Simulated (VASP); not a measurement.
MgO: single point with PBEsol

The system is MgO.

```
CELL_PARAMETERS angstrom
3.25534 0.00000 0.00000
-1.62767 2.81920 0.00000
0.00000 0.00000 10.41495
ATOMIC_POSITIONS crystal
Mg 0.33333 0.66667 0.96960
Mg 0.00000 0.00000 0.22095
Mg 0.00000 0.00000 0.72095
Mg 0.66667 0.33333 0.46960
O 0.33333 0.66667 0.77992
O 0.96007 0.00000 0.54202
O 0.00000 0.00000 0.02954
O 0.66667 0.33333 0.27992
```

This cell differs from its parent crystal: atom 6 (O) moved by -0.130 Å along [1 0 0] and +0.130 Å along [0 0 1].

| Property | Result |
| --- | --- |
| Program | VASP 6.6.1 |
| Task | single point |
| Functional | PBEsol |
| Potentials or basis | VASP PAW PBE potentials, release 64 (Mg, O) |
| Cutoff | 520 eV |
| k mesh | 9 × 9 × 4 |
| Occupations | gaussian, width 0.05 eV |
| Spin | no spin polarisation |
| Dipole correction | no |
| Further INCAR settings | ALGO = Normal; EDIFF = 1e-07; NBANDS = 26 |

```yaml
Pressure: 0.4 GPa
Largest_force: 2.265 eV/Å
Band_gap_on_the_k_mesh: 3.18 eV, direct
```

Forces in eV/Å, atoms in the order of the input:
```
Mg  -0.001  0.000 -0.275
Mg  -0.010  0.000 -0.288
Mg   0.005  0.000  1.096
Mg  -0.838  0.204  0.697
O   -0.033 -0.006  0.288
O    0.899 -0.201 -2.069
O    0.000  0.000  0.282
O   -0.023  0.003  0.270
```

Stress tensor (GPa, compression positive):
```
-0.60 -0.83  1.09
-0.83 -0.84 -0.30
 1.09 -0.30  2.67
```

Levels at points of the mesh, in eV from the valence-band top:
```csv
k point,band 12,band 13,band 14,band 15,band 16,band 17,band 18,band 19,band 20,band 21
"(0.00, 0.00, 0.00)",-0.44,-0.27,-0.19,-0.04,0.00,3.18,5.56,5.68,8.28,9.46
"(0.00, 0.00, 0.50)",-0.44,-0.42,-0.26,-0.05,0.00,3.81,4.29,7.10,7.25,10.53
```

It took 10 min on 1 thread of Oxide Virtual Turin-like Processor, with other jobs on the host, peak memory 0.4 GiB.

Caveat: the cell differs from its parent crystal (atom 6 (O) moved by -0.130 Å along [1 0 0] and +0.130 Å along [0 0 1]); the PAW data sets were made with another functional, which shifts forces and pressure a little. A k mesh can miss the band edges.
